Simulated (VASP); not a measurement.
A run of VASP 6.6.1:

File POSCAR:

```
KF
1.0
    0.0000000000      2.6589566750      2.6589566750
    2.6589566750      0.0000000000      2.6589566750
    2.6589566750      2.6589566750      0.0000000000
K F
1 1
Direct
    0.0000000000      0.0000000000      0.0000000000
    0.5000000000      0.5000000000      0.5000000000
```

File INCAR.step1:

```
SYSTEM = KF
PREC     = Accurate       ! precision mode
ENCUT    = 500            ! plane-wave cutoff, eV
EDIFF    = 1E-8           ! SCF threshold, eV
ISMEAR   = 0              ! smearing method
SIGMA    = 0.01           ! smearing width, eV
LREAL    = .False.        ! projectors in reciprocal space
LASPH    = .True.         ! aspherical terms in the spheres
NELM     = 100            ! most SCF steps
ALGO     = Normal         ! electronic algorithm
LWAVE    = .True.         ! write WAVECAR
LCHARG   = .False.        ! write CHGCAR
GGA      = PE             ! functional
```

INCAR.step2

```
SYSTEM = KF
PREC     = Accurate       ! precision mode
ENCUT    = 500            ! plane-wave cutoff, eV
EDIFF    = 1E-8           ! SCF threshold, eV
ISMEAR   = 0              ! smearing method
SIGMA    = 0.01           ! smearing width, eV
LREAL    = .False.        ! projectors in reciprocal space
LASPH    = .True.         ! aspherical terms in the spheres
NELM     = 1              ! most SCF steps
ALGO     = Exact          ! electronic algorithm
LWAVE    = .True.         ! write WAVECAR
LCHARG   = .False.        ! write CHGCAR
GGA      = PE             ! functional
NBANDS   = 69             ! bands
LOPTICS  = .True.         ! frequency-dependent dielectric function
ISTART   = 1
```

Contents of INCAR.step3:

```
SYSTEM = KF
PREC     = Accurate       ! precision mode
ENCUT    = 500            ! plane-wave cutoff, eV
EDIFF    = 1E-8           ! SCF threshold, eV
ISMEAR   = 0              ! smearing method
SIGMA    = 0.01           ! smearing width, eV
LREAL    = .False.        ! projectors in reciprocal space
LASPH    = .True.         ! aspherical terms in the spheres
ALGO     = EVGW0          ! electronic algorithm
LWAVE    = .False.        ! write WAVECAR
LCHARG   = .False.        ! write CHGCAR
GGA      = PE             ! functional
NELMGW   = 1            
NBANDS   = 69             ! bands
ENCUTGW  = 80.0           ! cutoff of the response function
NOMEGA   = 96             ! frequency points
PRECFOCK = Fast         
ISTART   = 1            
NBANDSGW = 16           
OMEGAMAX = 20
```

KPOINTS

```
regular mesh
0
Gamma
  6 6 6
  0 0 0
```

Potentials or basis: VASP PAW PBE potentials, release 64 (K_sv_GW, F_GW).

Launch:

```sh
$ cat potpaw_PBE.64/K_sv_GW/POTCAR potpaw_PBE.64/F_GW/POTCAR > POTCAR
$ cp INCAR.step1 INCAR
$ mpirun -np 1 vasp_std > vasp.out
$ cp INCAR.step2 INCAR
$ mpirun -np 1 vasp_std > vasp.out
$ cp INCAR.step3 INCAR
$ mpirun -np 1 vasp_std > vasp.out
```

Hardware: 1 thread of AMD EPYC 9R45 96-Core Processor (Zen 5), on a shared host.

**Question.** How long does it take, and how much memory?

**Answer.** It took 5 min on 1 thread of AMD EPYC 9R45 96-Core Processor (Zen 5), with other jobs on the host, peak memory 0.45 GiB. Counts: k points 16.
